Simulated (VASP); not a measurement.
# PbO2 (P4_2/mnm) in VASP: a series of runs

PbO2 is run at these levels: r2SCAN+D4; tasks: relaxation of shape and atoms at fixed volume.

Everything below comes from runs of VASP 6.6.1. Logs are shortened: lines on timing, memory, paths and dates and some standing lists are left out, and cuts for length are marked.

**1. The cell of the first run**

The structure is tetragonal, space group P4_2/mnm (No. 136). Conventional cell: a = 5.046 Å, b = 5.046 Å, c = 3.429 Å, α = 90.00°, β = 90.00°, γ = 90.00°. Pb (site symmetry mmm) has 6 O at 2.19 to 2.20 Å within 2.9 Å. Within 2.9 Å of O (site symmetry m2m) lie 3 Pb at 2.19 to 2.20 Å and 1 O at 2.75 Å.

**2. Relaxation of shape and atoms at fixed volume, r2SCAN+D4 (14.55 Å³/atom)**

POSCAR reads:

```
PbO2
1.0
    5.0461695441      0.0000000000      0.0000000000
    0.0000000000      5.0461695441      0.0000000000
    0.0000000000      0.0000000000      3.4293295367
Pb O
2 4
Direct
    0.0000000000      0.0000000000      0.0000000000
    0.5000000000      0.5000000000      0.5000000000
    0.3075270532      0.3075270532      0.0000000000
    0.8075270532      0.1924729468      0.5000000000
    0.1924729468      0.8075270532      0.5000000000
    0.6924729468      0.6924729468      0.0000000000
```

INCAR.step1 reads:

```
ALGO     = Normal         # electronic algorithm
EDIFF    = 1E-4           # SCF threshold, eV
ENCUT    = 600            # plane-wave cutoff, eV
GGA      = PE             # functional
ISMEAR   = 0              # smearing method
LASPH    = T              # aspherical terms in the spheres
LCHARG   = F              # write CHGCAR
LREAL    = F              # projectors in reciprocal space
LWAVE    = T              # write WAVECAR
NELM     = 80             # most SCF steps
PREC     = Accurate       # precision mode
SIGMA    = 0.05           # smearing width, eV
```

INCAR.step2 reads:

```
ALGO     = Normal         # electronic algorithm
EDIFF    = 1E-7           # SCF threshold, eV
EDIFFG   = -0.01          # ionic threshold
ENCUT    = 600            # plane-wave cutoff, eV
IBRION   = 2              # ionic algorithm
ISIF     = 4              # what is computed and relaxed
ISMEAR   = 0              # smearing method
ISTART   = 1            
IVDW     = 13             # dispersion correction
LASPH    = T              # aspherical terms in the spheres
LCHARG   = F              # write CHGCAR
LMIXTAU  = T            
LREAL    = F              # projectors in reciprocal space
LWAVE    = F              # write WAVECAR
METAGGA  = R2SCAN         # meta-GGA
NELM     = 80             # most SCF steps
NSW      = 60             # ionic steps
PREC     = Accurate       # precision mode
SIGMA    = 0.05           # smearing width, eV
VDW_A1   = 0.51559235   
VDW_A2   = 5.77342911   
VDW_S6   = 1.0          
VDW_S8   = 0.6018749
```

KPOINTS reads:

```
k-points
0
Gamma
  6 6 8
```

Potentials or basis: VASP PAW PBE potentials, release 64 (Pb_d, O).

Run with:

```console
> cat potpaw_PBE.64/Pb_d/POTCAR potpaw_PBE.64/O/POTCAR > POTCAR
> cp INCAR.step1 INCAR
> mpirun -np 1 vasp_std > vasp.out
> cp INCAR.step2 INCAR
> mpirun -np 1 vasp_std > vasp.out
```

OUTCAR:

```text
EDIFF = 1E-7
   EDIFFG = -0.01
   ENCUT = 600
   IBRION = 2
   ISIF = 4
   ISMEAR = 0
   ISTART = 1
   IVDW = 13
   LASPH = T
   LREAL = F
   METAGGA = R2SCAN
   NELM = 80
   NSW = 60
   PREC = Accurate

 ion  position               nearest neighbor table
   1  0.000  0.000  0.000-   3 2.19   6 2.19   5 2.20   4 2.20   4 2.20   5 2.20   2 3.96   2 3.96
                             2 3.96   2 3.96   2 3.96   2 3.96   2 3.96   2 3.96
   2  0.500  0.500  0.500-   4 2.19   5 2.19   3 2.20   6 2.20   3 2.20   6 2.20   1 3.96   1 3.96
                             1 3.96   1 3.96   1 3.96   1 3.96   1 3.96   1 3.96
   3  0.308  0.308  0.000-   1 2.19   2 2.20   2 2.20
   4  0.808  0.192  0.500-   2 2.19   1 2.20   1 2.20
   5  0.192  0.808  0.500-   2 2.19   1 2.20   1 2.20
   6  0.692  0.692  0.000-   1 2.19   2 2.20   2 2.20

  LATTYP: Found a simple tetragonal cell.
 ALAT       =     5.0461695441
 C/A-ratio  =     0.6795906294

  Lattice vectors:

 A1 = (   5.0461695441,   0.0000000000,   0.0000000000)
 A2 = (   0.0000000000,   5.0461695441,   0.0000000000)
 A3 = (   0.0000000000,   0.0000000000,   3.4293295367)

Analysis of symmetry for initial positions (statically):
=====================================================================
 Subroutine PRICEL returns:
 Original cell was already a primitive cell.

 Routine SETGRP: Setting up the symmetry group for a
 simple tetragonal supercell.

 Subroutine GETGRP returns: Found 16 space group operations
 (whereof  8 operations were pure point group operations)
 out of a pool of 16 trial point group operations.

The static configuration has the point symmetry D_2h.
 The point group associated with its full space group is D_4h.

Analysis of symmetry for dynamics (positions and initial velocities):
=====================================================================
 Subroutine PRICEL returns:
 Original cell was already a primitive cell.

 Routine SETGRP: Setting up the symmetry group for a
 simple tetragonal supercell.

 Subroutine GETGRP returns: Found 16 space group operations
 (whereof  8 operations were pure point group operations)
 out of a pool of 16 trial point group operations.

The dynamic configuration has the point symmetry D_2h.
 The point group associated with its full space group is D_4h.

 Subroutine INISYM returns: Found 16 space group operations
 (whereof  8 operations are pure point group operations),
 and found     1 'primitive' translations

----------------------------------------------------------------------------------------

                                     Primitive cell

  volume of cell :      87.3239

  direct lattice vectors                    reciprocal lattice vectors
     5.046169544  0.000000000  0.000000000     0.198170115  0.000000000  0.000000000
     0.000000000  5.046169544  0.000000000     0.000000000  0.198170115  0.000000000
     0.000000000  0.000000000  3.429329537     0.000000000  0.000000000  0.291602189

  length of vectors
     5.046169544  5.046169544  3.429329537     0.198170115  0.198170115  0.291602189

  position of ions in fractional coordinates (direct lattice)
     0.000000000  0.000000000  0.000000000
     0.500000000  0.500000000  0.500000000
     0.307527053  0.307527053  0.000000000
     0.807527053  0.192472947  0.500000000
     0.192472947  0.807527053  0.500000000
     0.692472947  0.692472947  0.000000000

  ion indices of the primitive-cell ions
   primitive index   ion index
                 1           1
                 2           2
                 3           3
                 4           4
                 5           5
                 6           6

----------------------------------------------------------------------------------------

 KPOINTS: k-points

Automatic generation of k-mesh.
 Grid dimensions read from file:
 generate k-points for:    6    6    8

 Generating k-lattice:

  Cartesian coordinates                     Fractional coordinates (reciprocal lattice)
     0.033028353  0.000000000  0.000000000     0.166666667  0.000000000  0.000000000
     0.000000000  0.033028353  0.000000000     0.000000000  0.166666667  0.000000000
     0.000000000  0.000000000  0.036450274     0.000000000  0.000000000  0.125000000

  Length of vectors
     0.033028353  0.033028353  0.036450274

  Shift w.r.t. Gamma in fractional coordinates (k-lattice)
     0.000000000  0.000000000  0.000000000

 Subroutine IBZKPT returns following result:
 ===========================================

 Found     50 irreducible k-points:

 Following reciprocal coordinates:
            Coordinates               Weight
  0.000000  0.000000  0.000000      1.000000
  0.166667  0.000000  0.000000      4.000000
  0.333333  0.000000  0.000000      4.000000
  0.500000  0.000000  0.000000      2.000000
  0.166667  0.166667  0.000000      4.000000
  0.333333  0.166667  0.000000      8.000000
[... 16 lines left out ...]
  0.333333  0.000000  0.250000      8.000000
  0.500000  0.000000  0.250000      4.000000
 [... further k-points ...]
   k-points           NKPTS =     50   k-points in BZ     NKDIM =     50   number of bands    NBANDS=     31
   number of dos      NEDOS =    301   number of ions     NIONS =      6
   total plane-waves  NPLWV =  44800
   dimension x,y,z NGX =    40 NGY =   40 NGZ =   28
   dimension x,y,z NGXF=    80 NGYF=   80 NGZF=   56
   ions per type =               2   4
   NGX,Y,Z   is equivalent  to a cutoff of  13.18, 13.18, 13.57 a.u.
   NGXF,Y,Z  is equivalent  to a cutoff of  26.36, 26.36, 27.15 a.u.
 SYSTEM =  unknown system
   PREC   = accura    normal or accurate (medium, high low for compatibility)
   ISTART =      1    job   : 0-new  1-cont  2-samecut
   ICHARG =      0    charge: 1-file 2-atom 10-const
   ISPIN  =      1    spin polarized calculation?
   LNONCOLLINEAR =      F non collinear calculations
   LSORBIT =      F    spin-orbit coupling
   LASPH  =      T    aspherical Exc in radial PAW
   ENCUT  =  600.0 eV  44.10 Ry    6.64 a.u.  10.08 10.08  6.85*2*pi/ulx,y,z
   NELM   =     80;   NELMIN=  2; NELMDL=  0     # of ELM steps
   EDIFF  = 0.1E-06   stopping-criterion for ELM
   LREAL  =      F    real-space projection
   EDIFFG = -.1E-01   stopping-criterion for IOM
   NSW    =     60    number of steps for IOM
   IBRION =      2    ionic relax: 0-MD 1-quasi-New 2-CG
   NFREE  =      1    steps in history (QN), initial steepest desc. (CG)
   ISIF   =      4    stress and relaxation
   ISYM   =      2    0-nonsym 1-usesym 2-fastsym
   POTIM  = 0.5000    time-step for ionic-motion
   TEBEG  =    0.0;   TEEND  =   0.0 temperature during run
   PSTRESS=    0.0 pullay stress
   NELECT =      52.0000    total number of electrons
   NUPDOWN=      -1.0000    fix difference up-down
   EMIN   =  10.00;   EMAX   =-10.00  energy-range for DOS
   EFERMI =   0.00;   METHOD = LEGACY
   ISMEAR =     0;   SIGMA  =   0.05  broadening in eV -4-tet -1-fermi 0-gaus
   EFERMI_NEDOS =   21; number of points for ismear=-14 and -15
   IALGO  =     38    algorithm
   IMIX   =      4    mixing-type and parameters
     AMIX     =   0.40;   BMIX     =  1.00
     AMIX_MAG =   1.60;   BMIX_MAG =  1.00
  volume/ion in A,a.u.               =      14.55        98.22
  Fermi-wavevector in a.u.,A,eV,Ry     =   1.377310  2.602738 25.810012  1.896982
  Thomas-Fermi vector in A             =   2.502475
   LORBIT       =      0    0 simple, 1 ext, 2 COOP (PROOUT), +10 PAW based schemes
   METAGGA = R2SCAN    functional components
   LHFCALC =     F    Hartree Fock is set to
   AEXX    =    0.0000 exact exchange contribution
   IVDW    =    13    specifies the selected vdW correction
   LEPSILON=     F    determine dielectric tensor
   LRPA    =     F    only Hartree local field effects (RPA)
 conjugate gradient relaxation of ions
 non-spin polarized calculation
 Gauss-broadening in eV      SIGMA  =   0.05
  energy-cutoff  :      600.00
  volume of cell :       87.32
 maximum number of plane-waves:      2944
   NGX = 21   NGY = 21   NGZ = 13

--------------------------------------- Ionic step        1  -------------------------------------------

 number of electron      51.9999993 magnetization

 Free energy of the ion-electron system (eV)
  ---------------------------------------------------
  ext. energy  EPLUGINS =         0.00000000
  ---------------------------------------------------
  free energy    TOTEN  =      -142.25165023 eV

  energy without entropy =     -142.25150339  energy(sigma->0) =     -142.25157681

------------------------ aborting loop because EDIFF is reached ----------------------------------------

  DFT-D4 for vdW energy calculation

  Edisp (eV):   -0.55184

  FORCE on cell =-STRESS in cart. coord.  units (eV):
  Direction    XX          YY          ZZ          XY          YZ          ZX
  --------------------------------------------------------------------------------------
  -------------------------------------------------------------------------------------
  Total      -2.33387    -2.33387    -2.64398     0.00000     0.00000     0.00000
  in kB     -42.82068   -42.82068   -48.51060     0.00000     0.00000     0.00000
  external pressure =      -44.72 kB  Pullay stress =        0.00 kB
[... 69 lines left out ...]
  energy  without entropy=     -142.8039245490  energy(sigma->0) =     -142.80399801

--------------------------------------- Ionic step        3  -------------------------------------------

 number of electron      51.9999995 magnetization

 Free energy of the ion-electron system (eV)
  ---------------------------------------------------
  ext. energy  EPLUGINS =         0.00000000
  ---------------------------------------------------
  free energy    TOTEN  =      -142.25239850 eV

  energy without entropy =     -142.25225131  energy(sigma->0) =     -142.25232490

 E-fermi :   3.5080     XC(G=0): -11.1780

 val. band max:        3.4477138315   @ k =   0.0000   0.0000   0.1250
 cond. band min:       3.5437517366   @ k =   0.0000   0.0000   0.0000
 fundamental gap:      0.0960379051
 Fermi energy:         3.5080035368

 k-point     1 :       0.0000    0.0000    0.0000
  band No.  band energies     occupation
      1     -15.5051      2.00000
      2     -15.3856      2.00000
      3     -13.9210      2.00000
      4     -13.9210      2.00000
      5     -12.4401      2.00000
      6     -12.2403      2.00000
[... 805 lines left out ...]
     30      11.8614      0.00000
     31      12.8305      0.00000

 [... further k-points ...]

------------------------ aborting loop because EDIFF is reached ----------------------------------------

  DFT-D4 for vdW energy calculation

  Edisp (eV):   -0.55184

  FORCE on cell =-STRESS in cart. coord.  units (eV):
  Direction    XX          YY          ZZ          XY          YZ          ZX
  --------------------------------------------------------------------------------------
  -------------------------------------------------------------------------------------
  Total      -2.30666    -2.30666    -2.36268    -0.00000     0.00000     0.00000
  in kB     -42.32155   -42.32155   -43.34942    -0.00000     0.00000     0.00000
  external pressure =      -42.66 kB  Pullay stress =        0.00 kB
[... 21 lines left out ...]
  FREE ENERGIE OF THE ION-ELECTRON SYSTEM (eV)
  ---------------------------------------------------
  free  energy   TOTEN  =      -142.8042426871 eV

  energy  without entropy=     -142.8040955039  energy(sigma->0) =     -142.80416910

 reached required accuracy - stopping structural energy minimisation
```

Wall time 32 min (1 thread of Oxide Virtual Turin-like, shared host); peak memory 0.28 GiB.

Results:

| Item | Value |
| --- | --- |
| Free energy | -142.8042 eV |
| Energy gained by relaxing | 0.1 meV/atom |
| Ionic steps | 3 |
| Pressure after relaxing | -4.3 GPa |
| Largest force after relaxing | 0.008 eV/Å |
| Band gap on the k mesh | 0.10 eV (least direct gap 0.22 eV) |
| Dispersion energy per atom | -0.092 eV |

Forces on the atoms (eV/Å):
```
Pb   0.000  0.000  0.000
Pb   0.000  0.000  0.000
O   -0.006 -0.006  0.000
O   -0.006  0.006  0.000
O    0.006 -0.006  0.000
O    0.006  0.006  0.000
```

Stress tensor (GPa, compression positive):
```
-4.23  0.00  0.00
 0.00 -4.23  0.00
 0.00  0.00 -4.33
```

The path:
```csv
step,energy change (eV),largest force (eV/Å),pressure (GPa),volume (Å³)
1,0.0000,0.0370,-4.47,87.32
2,-0.0006,0.0122,-4.36,87.32
3,-0.0008,0.0085,-4.27,87.32
```

Final structure:
```
Pb O
1.0
     5.05391    0.00000    0.00000
     0.00000    5.05391    0.00000
     0.00000    0.00000    3.41884
Pb O
2 4
Direct
  0.00000 0.00000 0.00000
  0.50000 0.50000 0.50000
  0.30799 0.30799 0.00000
  0.80799 0.19201 0.50000
  0.19201 0.80799 0.50000
  0.69201 0.69201 0.00000
```

Caveat: the PAW data sets were made with another functional, which shifts forces and pressure a little; spin-orbit coupling is left out, which moves the levels of the heavy elements.

**3. Relaxation of shape and atoms at fixed volume, r2SCAN+D4 (14.27 Å³/atom)**

This run uses another cell than the first one, of 14.27 Å³/atom.

POSCAR reads:

```
PbO2
1.0
    5.0004256172      0.0000000000      0.0000000000
    0.0000000000      5.0004256172      0.0000000000
    0.0000000000      0.0000000000      3.4251988214
Pb O
2 4
Direct
    0.0000000000      0.0000000000      0.0000000000
    0.5000000000      0.5000000000      0.5000000000
    0.3071383998      0.3071383998      0.0000000000
    0.8071383998      0.1928616002      0.5000000000
    0.1928616002      0.8071383998      0.5000000000
    0.6928616002      0.6928616002      0.0000000000
```

INCAR.step1 reads:

```
PREC     = Accurate       # precision mode
ENCUT    = 600            # plane-wave cutoff, eV
ISMEAR   = 0              # smearing method
SIGMA    = 0.05           # smearing width, eV
LREAL    = False          # projectors in reciprocal space
LASPH    = True           # aspherical terms in the spheres
NELM     = 100            # most SCF steps
GGA      = PE             # functional
ALGO     = Normal         # electronic algorithm
EDIFF    = 1E-4           # SCF threshold, eV
LWAVE    = True           # write WAVECAR
LCHARG   = False          # write CHGCAR
```

INCAR.step2 reads:

```
PREC     = Accurate       # precision mode
ENCUT    = 600            # plane-wave cutoff, eV
EDIFF    = 1E-6           # SCF threshold, eV
ISMEAR   = 0              # smearing method
SIGMA    = 0.05           # smearing width, eV
LREAL    = False          # projectors in reciprocal space
LASPH    = True           # aspherical terms in the spheres
NELM     = 100            # most SCF steps
ALGO     = Normal         # electronic algorithm
ISIF     = 4              # what is computed and relaxed
LWAVE    = False          # write WAVECAR
LCHARG   = False          # write CHGCAR
METAGGA  = R2SCAN         # meta-GGA
LMIXTAU  = True         
IVDW     = 13             # dispersion correction
VDW_S6   = 1.0          
VDW_S8   = 0.6018749    
VDW_A1   = 0.51559235   
VDW_A2   = 5.77342911   
IBRION   = 2              # ionic algorithm
NSW      = 60             # ionic steps
EDIFFG   = -0.01          # ionic threshold
ISTART   = 1
```

KPOINTS reads:

```
Automatic mesh
0
Gamma
  6 6 8
```

Potentials or basis: VASP PAW PBE potentials, release 64 (Pb_d, O).

Run with:

```console
> cat potpaw_PBE.64/Pb_d/POTCAR potpaw_PBE.64/O/POTCAR > POTCAR
> cp INCAR.step1 INCAR
> mpirun -np 1 vasp_std > vasp.out
> cp INCAR.step2 INCAR
> mpirun -np 1 vasp_std > vasp.out
```

Run time: 23 min. Hardware: 1 thread of Oxide Virtual Turin-like, shared host; peak memory 0.28 GiB.

It converged, with:

```
Free energy                  : -142.8336 eV
Energy gained by relaxing    : 0.1 meV/atom
Ionic steps                  : 3
Pressure after relaxing      : -2.0 GPa
Largest force after relaxing : 0.009 eV/Å
Band gap on the k mesh       : 0.10 eV (least direct gap 0.29 eV)
Dispersion energy per atom   : -0.094 eV
```

Forces in eV/Å, atoms in the order of the input:
```
Pb   0.000  0.000  0.000
Pb   0.000  0.000  0.000
O   -0.006 -0.006  0.000
O   -0.006  0.006  0.000
O    0.006 -0.006  0.000
O    0.006  0.006  0.000
```

Stress tensor (GPa, compression positive):
```
-1.93  0.00  0.00
 0.00 -1.93  0.00
 0.00  0.00 -2.04
```

Step by step:
```csv
step,energy change (eV),largest force (eV/Å),pressure (GPa),volume (Å³)
1,0.0000,0.0317,-2.12,85.64
2,-0.0005,0.0081,-2.04,85.64
3,-0.0006,0.0087,-1.96,85.64
```

Final structure:
```cif
data_structure
_symmetry_space_group_name_H-M 'P 1'
_symmetry_Int_Tables_number 1
_cell_length_a 5.0069
_cell_length_b 5.0069
_cell_length_c 3.4163
_cell_angle_alpha 90.000
_cell_angle_beta 90.000
_cell_angle_gamma 90.000
_cell_volume 85.64
loop_
_atom_site_label
_atom_site_type_symbol
_atom_site_fract_x
_atom_site_fract_y
_atom_site_fract_z
_atom_site_occupancy
Pb1 Pb 0.00000 0.00000 0.00000 1
Pb2 Pb 0.50000 0.50000 0.50000 1
O1 O 0.30750 0.30750 0.00000 1
O2 O 0.80750 0.19250 0.50000 1
O3 O 0.19250 0.80750 0.50000 1
O4 O 0.69250 0.69250 0.00000 1
```

Levels at points of the mesh, in eV from the valence-band top:
```csv
k point,band 24,band 25,band 26,band 27,band 28,band 29
"(0.00, 0.00, 0.00)",-0.51,-0.51,-0.48,0.10,4.72,6.57
"(0.50, 0.00, 0.00)",-0.54,-0.33,-0.33,2.81,2.81,7.15
"(0.50, 0.50, 0.00)",-0.56,-0.47,-0.47,3.23,3.23,7.40
"(0.00, 0.00, 0.50)",-1.10,-0.77,-0.77,4.22,4.22,9.64
"(0.50, 0.00, 0.50)",-0.75,-0.10,-0.10,4.53,4.53,8.08
"(0.50, 0.50, 0.50)",-0.64,-0.51,-0.51,3.30,3.30,9.05
```

Caveat: the PAW data sets were made with another functional, which shifts forces and pressure a little; spin-orbit coupling is left out, which moves the levels of the heavy elements. A k mesh can miss the band edges.
